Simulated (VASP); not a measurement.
# LiCl in VASP: a series of runs

The runs below take LiCl through single point, with r2SCAN.

Everything below comes from runs of VASP 6.6.1. Logs are shortened: lines on timing, memory, paths and dates and some standing lists are left out, and cuts for length are marked.

**1. The cell of the first run**

The cell holds a wire with vacuum, 2 atoms: a = 9.000 Å, b = 9.300 Å, c = 4.601 Å, α = 90.00°, β = 90.00°, γ = 90.00°.

**2. Single point, r2SCAN, collinear spin, ferromagnetic start**

File POSCAR:

```
LiCl
1.0
    9.0000000000      0.0000000000      0.0000000000
    0.0000000000      9.3000000000      0.0000000000
    0.0000000000      0.0000000000      4.6011645634
Li Cl
1 1
Direct
    0.5000000000      0.5000000000      0.0000000000
    0.5000000000      0.5000000000      0.4650000000
```

File INCAR.step1:

```
SYSTEM = LiCl
  PREC = Accurate
  ENCUT = 520
  ISMEAR = 0
  SIGMA = 0.05
  LREAL = .FALSE.
  LASPH = .TRUE.
  NELM = 150
  ISPIN = 2
  MAGMOM = 0.5 0.5
  NBANDS = 16
  GGA = PE
  ALGO = Normal
  EDIFF = 1E-4
  LWAVE = .TRUE.
  LCHARG = .FALSE.
```

File INCAR.step2:

```
SYSTEM = LiCl
  PREC = Accurate
  ENCUT = 520
  EDIFF = 1E-7
  ISMEAR = 0
  SIGMA = 0.05
  LREAL = .FALSE.
  LASPH = .TRUE.
  NELM = 150
  ALGO = Normal
  ISIF = 2
  LWAVE = .FALSE.
  LCHARG = .TRUE.
  ISPIN = 2
  MAGMOM = 0.5 0.5
  LORBIT = 11
  METAGGA = R2SCAN
  LMIXTAU = .TRUE.
  LELF = .TRUE.
  LVHAR = .TRUE.
  NBANDS = 16
  ISTART = 1
```

File KPOINTS:

```
regular mesh
0
G
  1 1 14
  0 0 0
```

Potentials or basis: VASP PAW PBE potentials, release 64 (Li_sv, Cl).

The run is started by

```
$ cat potpaw_PBE.64/Li_sv/POTCAR potpaw_PBE.64/Cl/POTCAR > POTCAR
$ cp INCAR.step1 INCAR
$ mpirun -np 1 vasp_std > vasp.out
$ cp INCAR.step2 INCAR
$ mpirun -np 1 vasp_std > vasp.out
```

OUTCAR:

```text
SYSTEM = LiCl
   PREC = Accurate
   ENCUT = 520
   EDIFF = 1E-7
   ISMEAR = 0
   LREAL = .FALSE.
   LASPH = .TRUE.
   NELM = 150
   ISIF = 2
   ISPIN = 2
   LORBIT = 11
   METAGGA = R2SCAN
   ISTART = 1

 ion  position               nearest neighbor table
   1  0.500  0.500  0.000-   2 2.14   2 2.46
   2  0.500  0.500  0.465-   1 2.14   1 2.46

  LATTYP: Found a simple orthorhombic cell.
 ALAT       =     4.6011645634
 B/A-ratio  =     1.9560265398
 C/A-ratio  =     2.0212274245

  Lattice vectors:

 A1 = (   0.0000000000,   0.0000000000,   4.6011645634)
 A2 = (   9.0000000000,   0.0000000000,   0.0000000000)
 A3 = (   0.0000000000,   9.3000000000,   0.0000000000)

Analysis of symmetry for initial positions (statically):
=====================================================================
 Subroutine PRICEL returns:
 Original cell was already a primitive cell.

 Routine SETGRP: Setting up the symmetry group for a
 simple orthorhombic supercell.

 Subroutine GETGRP returns: Found  4 space group operations
 (whereof  4 operations were pure point group operations)
 out of a pool of  8 trial point group operations.

The static configuration has the point symmetry C_2v.

Analysis of symmetry for dynamics (positions and initial velocities):
=====================================================================
 Subroutine PRICEL returns:
 Original cell was already a primitive cell.

 Routine SETGRP: Setting up the symmetry group for a
 simple orthorhombic supercell.

 Subroutine GETGRP returns: Found  4 space group operations
 (whereof  4 operations were pure point group operations)
 out of a pool of  8 trial point group operations.

The dynamic configuration has the point symmetry C_2v.

Analysis of structural, dynamic, and magnetic symmetry:
=====================================================================
 Subroutine PRICEL returns:
 Original cell was already a primitive cell.

 Routine SETGRP: Setting up the symmetry group for a
 simple orthorhombic supercell.

 Subroutine GETGRP returns: Found  4 space group operations
 (whereof  4 operations were pure point group operations)
 out of a pool of  8 trial point group operations.

The overall configuration has the point symmetry C_2v.

 Subroutine INISYM returns: Found  4 space group operations
 (whereof  4 operations are pure point group operations),
 and found     1 'primitive' translations

----------------------------------------------------------------------------------------

                                     Primitive cell

  volume of cell :     385.1175

  direct lattice vectors                    reciprocal lattice vectors
     9.000000000  0.000000000  0.000000000     0.111111111  0.000000000  0.000000000
     0.000000000  9.300000000  0.000000000     0.000000000  0.107526882  0.000000000
     0.000000000  0.000000000  4.601164563     0.000000000  0.000000000  0.217336282

  length of vectors
     9.000000000  9.300000000  4.601164563     0.111111111  0.107526882  0.217336282

  position of ions in fractional coordinates (direct lattice)
     0.500000000  0.500000000  0.000000000
     0.500000000  0.500000000  0.465000000

  ion indices of the primitive-cell ions
   primitive index   ion index
                 1           1
                 2           2

----------------------------------------------------------------------------------------

 KPOINTS: regular mesh

Automatic generation of k-mesh.
 Grid dimensions read from file:
 generate k-points for:    1    1   14

 Generating k-lattice:

  Cartesian coordinates                     Fractional coordinates (reciprocal lattice)
     0.111111111  0.000000000  0.000000000     1.000000000  0.000000000  0.000000000
     0.000000000  0.107526882  0.000000000     0.000000000  1.000000000  0.000000000
     0.000000000  0.000000000  0.015524020     0.000000000  0.000000000  0.071428571

  Length of vectors
     0.111111111  0.107526882  0.015524020

  Shift w.r.t. Gamma in fractional coordinates (k-lattice)
     0.000000000  0.000000000  0.000000000

 Subroutine IBZKPT returns following result:
 ===========================================

 Found      8 irreducible k-points:

 Following reciprocal coordinates:
            Coordinates               Weight
  0.000000  0.000000  0.000000      1.000000
  0.000000  0.000000  0.071429      2.000000
  0.000000  0.000000  0.142857      2.000000
  0.000000  0.000000  0.214286      2.000000
  0.000000  0.000000  0.285714      2.000000
  0.000000  0.000000  0.357143      2.000000
  0.000000  0.000000  0.428571      2.000000
  0.000000  0.000000  0.500000      1.000000
   k-points           NKPTS =      8   k-points in BZ     NKDIM =      8   number of bands    NBANDS=     16
   number of dos      NEDOS =    301   number of ions     NIONS =      2
   total plane-waves  NPLWV = 176400
   dimension x,y,z NGX =    70 NGY =   70 NGZ =   36
   dimension x,y,z NGXF=   140 NGYF=  140 NGZF=   72
   ions per type =               1   1
   NGX,Y,Z   is equivalent  to a cutoff of  12.93, 12.51, 13.01 a.u.
   NGXF,Y,Z  is equivalent  to a cutoff of  25.86, 25.03, 26.01 a.u.
 SYSTEM =  LiCl
   PREC   = accura    normal or accurate (medium, high low for compatibility)
   ISTART =      1    job   : 0-new  1-cont  2-samecut
   ICHARG =      0    charge: 1-file 2-atom 10-const
   ISPIN  =      2    spin polarized calculation?
   LNONCOLLINEAR =      F non collinear calculations
   LSORBIT =      F    spin-orbit coupling
   LASPH  =      T    aspherical Exc in radial PAW
   ENCUT  =  520.0 eV  38.22 Ry    6.18 a.u.  16.73 17.29  8.56*2*pi/ulx,y,z
   NELM   =    150;   NELMIN=  2; NELMDL=  0     # of ELM steps
   EDIFF  = 0.1E-06   stopping-criterion for ELM
   LREAL  =      F    real-space projection
   EDIFFG = 0.1E-05   stopping-criterion for IOM
   NSW    =      0    number of steps for IOM
   IBRION =     -1    ionic relax: 0-MD 1-quasi-New 2-CG
   NFREE  =      0    steps in history (QN), initial steepest desc. (CG)
   ISIF   =      2    stress and relaxation
   ISYM   =      2    0-nonsym 1-usesym 2-fastsym
   POTIM  = 0.5000    time-step for ionic-motion
   TEBEG  =    0.0;   TEEND  =   0.0 temperature during run
   PSTRESS=    0.0 pullay stress
   NELECT =      10.0000    total number of electrons
   NUPDOWN=      -1.0000    fix difference up-down
   EMIN   =  10.00;   EMAX   =-10.00  energy-range for DOS
   EFERMI =   0.00;   METHOD = LEGACY
   ISMEAR =     0;   SIGMA  =   0.05  broadening in eV -4-tet -1-fermi 0-gaus
   EFERMI_NEDOS =   21; number of points for ismear=-14 and -15
   IALGO  =     38    algorithm
   IMIX   =      4    mixing-type and parameters
     AMIX     =   0.40;   BMIX     =  1.00
     AMIX_MAG =   1.60;   BMIX_MAG =  1.00
  volume/ion in A,a.u.               =     192.56      1299.45
  Fermi-wavevector in a.u.,A,eV,Ry     =   0.484779  0.916099  3.197514  0.235011
  Thomas-Fermi vector in A             =   1.484656
   LORBIT       =     11    0 simple, 1 ext, 2 COOP (PROOUT), +10 PAW based schemes
   METAGGA = R2SCAN    functional components
   LHFCALC =     F    Hartree Fock is set to
   AEXX    =    0.0000 exact exchange contribution
   IVDW    =     0    specifies the selected vdW correction
   LEPSILON=     F    determine dielectric tensor
   LRPA    =     F    only Hartree local field effects (RPA)
 spin polarized calculation
 Gauss-broadening in eV      SIGMA  =   0.05
  energy-cutoff  :      520.00
  volume of cell :      385.12
 maximum number of plane-waves:     10417
 NGX is ok and might be reduce to    70
   NGX = 33   NGY = 35   NGZ = 17

 number of electron       9.9999997 magnetization      -0.0000000

 number of electron       9.9999997 magnetization       0.0000000

 Free energy of the ion-electron system (eV)
  ---------------------------------------------------
  ext. energy  EPLUGINS =         0.00000000
  ---------------------------------------------------
  free energy    TOTEN  =       -11.62751127 eV

  energy without entropy =      -11.62751127  energy(sigma->0) =      -11.62751127

 E-fermi :  -6.3058     XC(G=0):  -1.3574

 val. band max:       -6.5895864467   @ k =   0.0000   0.0000   0.5000
 cond. band min:      -0.1679353327   @ k =   0.0000   0.0000   0.0000
 fundamental gap:      6.4216511140
 Fermi energy:        -6.3057552018

 spin component 1

 k-point     1 :       0.0000    0.0000    0.0000
  band No.  band energies     occupation
      1     -52.0830      1.00000
      2     -19.0966      1.00000
      3      -7.7046      1.00000
      4      -6.7095      1.00000
      5      -6.7094      1.00000
      6      -0.1679      0.00000
[... 8 lines left out ...]
     15       5.7658      0.00000
     16       5.8201      0.00000
[... 115 lines left out ...]
 k-point     8 :       0.0000    0.0000    0.5000
  band No.  band energies     occupation
      1     -52.0829      1.00000
      2     -19.1324      1.00000
      3      -7.5739      1.00000
      4      -6.5898      1.00000
      5      -6.5896      1.00000
      6       1.4893      0.00000
[... 8 lines left out ...]
     15       4.2011      0.00000
     16       4.6681      0.00000
 Fermi energy:        -6.3057552018

 spin component 2

 k-point     1 :       0.0000    0.0000    0.0000
  band No.  band energies     occupation
      1     -52.0830      1.00000
      2     -19.0966      1.00000
      3      -7.7046      1.00000
      4      -6.7095      1.00000
      5      -6.7094      1.00000
      6      -0.1679      0.00000
[... 8 lines left out ...]
     15       5.7657      0.00000
     16       5.8201      0.00000
[... 115 lines left out ...]
 k-point     8 :       0.0000    0.0000    0.5000
  band No.  band energies     occupation
      1     -52.0829      1.00000
      2     -19.1324      1.00000
      3      -7.5739      1.00000
      4      -6.5898      1.00000
      5      -6.5896      1.00000
      6       1.4892      0.00000
[... 8 lines left out ...]
     15       4.2010      0.00000
     16       4.6683      0.00000

------------------------ aborting loop because EDIFF is reached ----------------------------------------

  FORCE on cell =-STRESS in cart. coord.  units (eV):
  Direction    XX          YY          ZZ          XY          YZ          ZX
  --------------------------------------------------------------------------------------
  -------------------------------------------------------------------------------------
  Total       -0.0166377     -0.0333430     -1.6607167      0.0000000      0.0000000      0.0000000
  in kB       -0.0692168     -0.1387145     -6.9089636      0.0000000      0.0000000      0.0000000
  external PRESSURE =      -2.3722983 kB  Pullay stress =       0.0000000 kB

 VOLUME and BASIS-vectors are now :
 -----------------------------------------------------------------------------
  energy-cutoff  :      520.00
  volume of cell :      385.12
      direct lattice vectors                 reciprocal lattice vectors
     9.000000000  0.000000000  0.000000000     0.111111111  0.000000000  0.000000000
     0.000000000  9.300000000  0.000000000     0.000000000  0.107526882  0.000000000
     0.000000000  0.000000000  4.601164563     0.000000000  0.000000000  0.217336282

 POSITION                                       TOTAL-FORCE (eV/Angst)
 -----------------------------------------------------------------------------------
      4.50000      4.65000      0.00000         0.000000      0.000000     -0.709153
      4.50000      4.65000      2.13954         0.000000      0.000000      0.709153
 -----------------------------------------------------------------------------------
    total drift:                                0.000000      0.000000      0.020136

  FREE ENERGIE OF THE ION-ELECTRON SYSTEM (eV)
  ---------------------------------------------------
  free  energy   TOTEN  =       -11.6275112677 eV

  energy  without entropy=      -11.6275112677  energy(sigma->0) =      -11.62751127

 total charge

# of ion       s       p       d       tot
------------------------------------------
    1        2.008   0.012   0.000   2.019
    2        1.590   3.613   0.000   5.203
--------------------------------------------------
tot          3.598   3.625   0.000   7.222

 magnetization (x)

# of ion       s       p       d       tot
------------------------------------------
    1       -0.000  -0.000   0.000  -0.000
    2        0.000   0.000   0.000   0.000
--------------------------------------------------
tot         -0.000   0.000   0.000   0.000
```

Wall time 5.3 min (1 thread of Intel Xeon Platinum 8559C (Emerald Rapids), shared host); peak memory 0.66 GiB.

What came out:

```yaml
Free_energy: -11.6275 eV
Largest_force: 0.709 eV/Å
Band_gap_on_the_k_mesh: 6.42 eV, indirect (least direct gap 6.54 eV)
Net_moment: 0.00 μB per cell
Valence_electrons_inside_the_program's_atomic_spheres: Li 2.02; Cl 5.20
```

Forces in eV/Å, atoms in the order of the input:
```
Li   0.000  0.000 -0.709
Cl   0.000  0.000  0.709
```

Levels at points of the mesh, in eV from the valence-band top:
Spin up:
```csv
k point,band 3,band 4,band 5,band 6,band 7,band 8
"(0.00, 0.00, 0.00)",-1.12,-0.12,-0.12,6.42,8.30,8.37
"(0.00, 0.00, 0.50)",-0.98,0.00,0.00,8.08,8.10,8.24
```
Spin down:
```csv
k point,band 1,band 2,band 3,band 4,band 5,band 6,band 7,band 8,band 9,band 10
"(0.00, 0.00, 0.00)",-45.49,-12.51,-1.12,-0.12,-0.12,6.42,8.30,8.37,8.39,8.54
"(0.00, 0.00, 0.50)",-45.49,-12.54,-0.98,0.00,0.00,8.08,8.10,8.24,8.62,10.20
```

Caveat: the cutoff is under 1.25 times the usual one of these potentials, so pressure, stress and relaxed cells hold a basis-set (Pulay) error; the PAW data sets were made with another functional, which shifts forces and pressure a little.

[end of part 1 of 2]
